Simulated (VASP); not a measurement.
**SrScH6: single point with PBE**

SrScH6:

```
CELL_PARAMETERS angstrom
3.65193 0.00000 0.00422
0.00000 3.62580 0.00000
-0.16684 0.00000 5.57416
ATOMIC_POSITIONS crystal
Sr 0.04513 0.50000 0.94930
Sc 0.52117 0.00000 0.45508
H 0.03505 0.00000 0.62275
H 0.53446 0.00000 0.82958
H 0.48971 0.50000 0.63029
H 0.04847 0.00000 0.23387
H 0.56645 0.50000 0.24276
H 0.25956 0.50000 0.53638
```

```yaml
Program: VASP 6.6.1
Task: single point
Functional: PBE
Potentials_or_basis: VASP PAW PBE potentials, release 64 (Sr_sv, Sc_sv, H)
Cutoff: 520 eV
k_mesh: 10 × 10 × 8
Occupations: gaussian, width 0.1 eV
Spin: no spin polarisation
Dipole_correction: no
Further_INCAR_settings: ALGO = Normal; EDIFF = 1e-06; NBANDS = 24
```

```yaml
Pressure: 0.1 GPa
Largest_force: 0.020 eV/Å
```

Forces in eV/Å, atoms in the order of the input:
```
Sr  -0.001  0.000  0.011
Sc   0.012  0.000 -0.016
H   -0.003  0.000 -0.002
H    0.000  0.000  0.006
H    0.001  0.000 -0.003
H   -0.009  0.000  0.003
H    0.001  0.000  0.000
H   -0.001  0.000  0.001
```

Levels at points of the mesh, in eV from the Fermi level:
```tsv
k point	band 10	band 11	band 12	band 13	band 14	band 15	band 16	band 17
(0.00, 0.00, 0.00)	-5.55	-4.37	-3.85	-0.74	1.17	1.19	1.87	2.33
(0.50, 0.00, 0.00)	-5.36	-4.00	-3.52	-3.23	0.66	1.32	1.71	2.96
(0.00, 0.50, 0.00)	-5.86	-3.95	-3.77	-2.35	-0.33	1.57	1.81	2.77
(0.50, 0.50, 0.00)	-4.68	-4.04	-3.92	-3.65	-2.35	2.65	2.86	3.22
(0.00, 0.00, 0.50)	-6.25	-4.67	-2.70	-1.73	0.81	1.37	1.51	2.34
(0.50, 0.00, 0.50)	-4.89	-4.26	-4.07	-2.46	1.13	1.44	1.45	2.11
(0.00, 0.50, 0.50)	-6.08	-4.44	-3.92	-1.22	0.17	1.48	1.96	2.10
(0.50, 0.50, 0.50)	-4.54	-4.28	-3.74	-3.22	-1.99	0.82	2.70	2.78
```

Wall time 6.8 min on 1 thread of Intel Xeon 6975P-C (shared host), peak memory 0.53 GiB.
